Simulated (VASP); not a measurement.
A run of VASP 6.6.1 is set up as follows.

Contents of INCAR:

```
SYSTEM = ZnO
PREC = Accurate ; ENCUT = 520
EDIFF = 1E-6 ; ISMEAR = -1
SIGMA = 0.05 ; LREAL = .FALSE.
LASPH = .TRUE. ; NELM = 80
ALGO = Normal ; ISIF = 2
LWAVE = .FALSE. ; LCHARG = .TRUE.
LELF = .TRUE. ; LVHAR = .TRUE.
NBANDS = 26
```

Contents of KPOINTS:

```
regular mesh
0
G
  5 5 3
  0 0 0
```

File POSCAR:

```
ZnO
1.0
    3.2493080000      0.0000000000      0.0000000000
   -1.6246540000      2.8139832727      0.0000000000
    0.0000000000      0.0000000000      5.2057090000
Zn O
2 2
Direct
    0.6666666667      0.3333333333      0.0000000000
    0.3333333333      0.6666666667      0.5000000000
    0.3333333333      0.6666666667      0.8790100000
    0.6666666667      0.3333333333      0.3790100000
```

Potentials or basis: VASP PAW LDA potentials, release 64 (Zn, O).

Run with:

```bash
$ cat potpaw_LDA.64/Zn/POTCAR potpaw_LDA.64/O/POTCAR > POTCAR
$ mpirun -np 1 vasp_std > vasp.out
```

Problem. What does it give for the largest force?

Solution. 0.056 eV/Å.

Problem. What does it give for the pressure?

Solution. -6.1 GPa.

Stress tensor (GPa, compression positive):
```
-6.64  0.00  0.00
 0.00 -6.64  0.00
 0.00  0.00 -4.92
```

Caveat: the k points lie up to 0.45 Å⁻¹ apart.
